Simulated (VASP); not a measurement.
TaN: electric field gradients with PBE

The system is TaN.

```
Ta N
1.0
     0.00000    2.17900    2.17900
     2.17900    0.00000    2.17900
     2.17900    2.17900    0.00000
Ta N
1 1
Direct
  0.50000 0.50000 0.50000
  0.02650 0.02650 0.02650
```

This cell differs from its parent crystal: atom 2 (N) moved by [0.11547, 0.11547, 0.11547] A.

* Program: VASP 6.6.1
* Task: electric field gradients
* Functional: PBE
* Potentials or basis: VASP PAW PBE potentials, release 64 (Ta_pv, N)
* Cutoff: 520 eV
* k mesh: 9 × 9 × 9
* Occupations: fermi-dirac, width 0.02 eV
* Spin: no spin polarisation
* Dipole correction: no
* Further INCAR settings: ALGO = Normal; EDIFF = 1e-08; NBANDS = 15

| Item | Value |
| --- | --- |
| Pressure | 22.8 GPa |
| Largest force | 1.960 eV/Å |
| Band gap on the k mesh | zero (band 8 reaches 11.47 eV, above the bottom of band 9 at 7.96 eV) |

Forces in eV/Å, atoms in the order of the input:
```
Ta   1.131  1.131  1.131
N   -1.131 -1.131 -1.131
```

Stress tensor (GPa, compression positive):
```
22.77 -2.15 -2.15
-2.15 22.77 -2.15
-2.15 -2.15 22.77
```

Levels at points of the mesh, in eV from the Fermi level:
| k point | band 6 | band 7 | band 8 | band 9 | band 10 | band 11 |
| --- | --- | --- | --- | --- | --- | --- |
| (0.00, 0.00, 0.00) | -4.44 | -4.44 | -1.70 | -1.70 | -0.75 | 0.95 |

Electric field gradients, principal values (V/Å²):
```
atom    least   middle  greatest (by size)
1 Ta  -22.404  -22.404              44.807
 2 N   -1.322   -1.322               2.644
```

Wall time 18 s on 1 thread of Intel(R) Xeon(R) Platinum 8488C (Sapphire Rapids), with other jobs on the host, peak memory 0.16 GiB.

Caveat: the cell differs from its parent crystal (atom 2 (N) moved by [0.11547, 0.11547, 0.11547] A); without QUAD_EFG the Cq values of the log hold for a quadrupole moment of 1 mb, not for the nuclei; spin-orbit coupling is left out, which moves the levels of the heavy elements; forces of over 1 eV/Å act on the atoms, so gaps and moduli don't describe the material at rest.
